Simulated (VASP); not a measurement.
Write the native input for VASP 6.6.1 that does the following.

```yaml
Task: single point
Functional: r2SCAN
Potentials_or_basis: VASP PAW PBE potentials, release 64 (Zn)
Cutoff: 520 eV
k_mesh: 23 × 23 × 23
Occupations: fermi-dirac, width 0.1 eV
Spin: no spin polarisation
Dipole_correction: no
Further_INCAR_settings: ALGO = Normal; EDIFF = 1e-07; NBANDS = 12
```

Crystal: Zn.

```xyz
1
Lattice="0.0000 1.9290 1.9290 1.9290 0.0000 1.9290 1.9290 1.9290 0.0000" Properties=species:S:1:pos:R:3 pbc="T T T"
Zn    0.0000    0.0000    0.0000
```

This isn't the form of Zn at room conditions, which is hcp.

One way to write it, as run:

POSCAR

```
Zn
1.0
    0.0000000000      1.9289940699      1.9289940699
    1.9289940699      0.0000000000      1.9289940699
    1.9289940699      1.9289940699      0.0000000000
Zn
1
Direct
    0.0000000000      0.0000000000      0.0000000000
```

INCAR.step1

```
  PREC = Accurate
  ENCUT = 520
  ISMEAR = -1
  SIGMA = 0.1
  LREAL = False
  LASPH = True
  NELM = 100
  NBANDS = 12
  GGA = PE
  ALGO = Normal
  EDIFF = 1E-4
  LWAVE = True
  LCHARG = False
```

INCAR.step2

```
  PREC = Accurate
  ENCUT = 520
  EDIFF = 1E-7
  ISMEAR = -1
  SIGMA = 0.1
  LREAL = False
  LASPH = True
  NELM = 100
  ALGO = Normal
  ISIF = 2
  LWAVE = False
  LCHARG = True
  METAGGA = R2SCAN
  LMIXTAU = True
  LELF = True
  LVHAR = True
  NBANDS = 12
  ISTART = 1
```

KPOINTS

```
regular mesh
0
Gamma
  23 23 23
```

Potentials or basis: VASP PAW PBE potentials, release 64 (Zn).

Command:

```bash
$ cat potpaw_PBE.64/Zn/POTCAR > POTCAR
$ cp INCAR.step1 INCAR
$ mpirun -np 1 vasp_std > vasp.out
$ cp INCAR.step2 INCAR
$ mpirun -np 1 vasp_std > vasp.out
```

It gave:

| Item | Value |
| --- | --- |
| Pressure | 0.2 GPa |
| Band gap on the k mesh | zero (bands 6 and 7 overlap by 3.30 eV) |

Caveat: the PAW data sets were made with another functional, which shifts forces and pressure a little.

Run time: 5.1 min on 1 thread of Intel Xeon 8259CL, with other jobs on the host, peak memory 0.18 GiB.
